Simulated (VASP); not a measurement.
Crystal: Pb.

```
Pb
1.0
     0.00000    2.50759    2.50759
     2.50759    0.00000    2.50759
     2.50759    2.50759    0.00000
Pb
1
Cartesian
  0.0000 0.0000 0.0000
```

Base run:

* Program: VASP 6.6.1
* Functional: r2SCAN
* Potentials or basis: VASP PAW PBE potentials, release 64 (Pb_d)
* Cutoff: 520 eV
* k mesh: 9 × 9 × 9
* Occupations: fermi-dirac, width 0.05 eV
* Spin: no spin polarisation

Its results: band gap on the k mesh zero (band 7 reaches 14.20 eV, above the bottom of band 8 at 5.23 eV); pressure -0.7 GPa.

Task: The run is repeated on the same cell with these changes: functional from r2SCAN to PBE. What comes out?

Result: Band gap on the k mesh zero (band 7 reaches 13.96 eV, above the bottom of band 8 at 5.39 eV); pressure 0.4 GPa.

Caveats: spin-orbit coupling is left out, which moves the levels of the heavy elements; the PAW data sets were made with another functional, which shifts forces and pressure a little (some runs).
